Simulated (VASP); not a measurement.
Here is a VASP 6.6.1 calculation.

File INCAR:

```
PREC = Accurate
ENCUT = 520
EDIFF = 1E-6
ISMEAR = 0
SIGMA = 0.03
LREAL = False
LASPH = True
NELM = 100
ALGO = Normal
ISIF = 2
LWAVE = False
LCHARG = False
GGA = PE
IVDW = 12
NBANDS = 11
```

KPOINTS

```
Automatic mesh
0
Gamma
  16 16 16
```

The input POSCAR:

```
C
1.0
    0.0000000000      2.0755805716      3.3047059672
    1.1989765253      0.0000000000      3.3047059672
    1.1989765253      2.0755805716      0.0000000000
C
2
Direct
    0.2018401999      0.7981598001      0.2018401999
    0.7981598001      0.2018401999      0.7981598001
```

Potentials or basis: VASP PAW PBE potentials, release 64 (C).

The run is started by

```bash
$ cat potpaw_PBE.64/C/POTCAR > POTCAR
$ mpirun -np 1 vasp_std > vasp.out
```

Task: Estimate the dispersion energy per atom.

Result: -0.158 eV.

Task: What does it give for the pressure?

Result: 59.6 GPa.

Forces on the atoms (eV/Å):
```
C    0.000 -9.636  0.000
C    0.000  9.636  0.000
```

Caveat: the cell differs from its parent crystal (atoms shifted along a free coordinate); the cell stands under pressure; forces of over 1 eV/Å act on the atoms, so gaps and moduli don't describe the material at rest.
